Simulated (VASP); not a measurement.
Ta, 1 atom in the cell. The structure is cubic, space group Im-3m (No. 229). Conventional cell: a = 3.306 Å, b = 3.306 Å, c = 3.306 Å, α = 90.00°, β = 90.00°, γ = 90.00°. Within 3.8 Å of Ta (site symmetry m-3m) lie 14 Ta at 2.86 to 3.31 Å. 

| Property | Result |
| --- | --- |
| Program | VASP 6.6.1 |
| Task | single point |
| Functional | r2SCAN |
| Potentials or basis | VASP PAW PBE potentials, release 64 (Ta_pv) |
| Cutoff | 520 eV |
| k mesh | 17 × 17 × 17 |
| Occupations | methfessel-paxton, width 0.02 eV |
| Spin | no spin polarisation |
| Dipole correction | no |
| Further INCAR settings | ALGO = Normal; EDIFF = 1e-07; NBANDS = 12 |

Potentials or basis: VASP PAW PBE potentials, release 64 (Ta_pv).

Run with:

```console
$ cat potpaw_PBE.64/Ta_pv/POTCAR > POTCAR
$ cp INCAR.step1 INCAR
$ mpirun -np 1 vasp_std > vasp.out
$ cp INCAR.step2 INCAR
$ mpirun -np 1 vasp_std > vasp.out
```

Hardware: 1 thread of Oxide Virtual Turin-like Processor (shared host).

Problem. Estimate the wall time of this run.

Solution. It took 2.9 min on 1 thread of Oxide Virtual Turin-like Processor, on a shared host, peak memory 0.14 GiB. Counts: k points 165.
